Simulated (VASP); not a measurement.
A run of VASP 6.6.1:

File INCAR:

```
SYSTEM = Os
PREC     = Accurate       ! precision mode
ENCUT    = 520            ! plane-wave cutoff, eV
EDIFF    = 1E-6           ! SCF threshold, eV
ISMEAR   = -1             ! smearing method
SIGMA    = 0.05           ! smearing width, eV
LREAL    = .False.        ! projectors in reciprocal space
LASPH    = .True.         ! aspherical terms in the spheres
NELM     = 80             ! most SCF steps
ALGO     = Normal         ! electronic algorithm
ISIF     = 2              ! what is computed and relaxed
LWAVE    = .False.        ! write WAVECAR
LCHARG   = .False.        ! write CHGCAR
GGA      = PS             ! functional
NBANDS   = 15             ! bands
```

The input KPOINTS:

```
Automatic mesh
0
Gamma
  10 10 6
  0 0 0
```

The input POSCAR:

```
Os
1.0
    2.7283497553      0.0000000000      0.0000000000
   -1.3641748776      2.3628201985      0.0000000000
    0.0000000000      0.0000000000      4.3106150391
Os
2
Direct
    0.3333333333      0.6666666667      0.2500000000
    0.6666666667      0.3333333333      0.7500000000
```

Potentials or basis: VASP PAW PBE potentials, release 64 (Os).

The run is started by

```console
$ cat potpaw_PBE.64/Os/POTCAR > POTCAR
$ mpirun -np 1 vasp_std > vasp.out
```

Hardware: 1 thread of Intel(R) Xeon(R) Platinum 8488C (Sapphire Rapids), on a shared host.

Problem. Estimate the wall time of this run.

Solution. Wall time 11 s on 1 thread of Intel(R) Xeon(R) Platinum 8488C (Sapphire Rapids) (shared host), peak memory 0.14 GiB. Counts: scf iterations 12, k points 56.
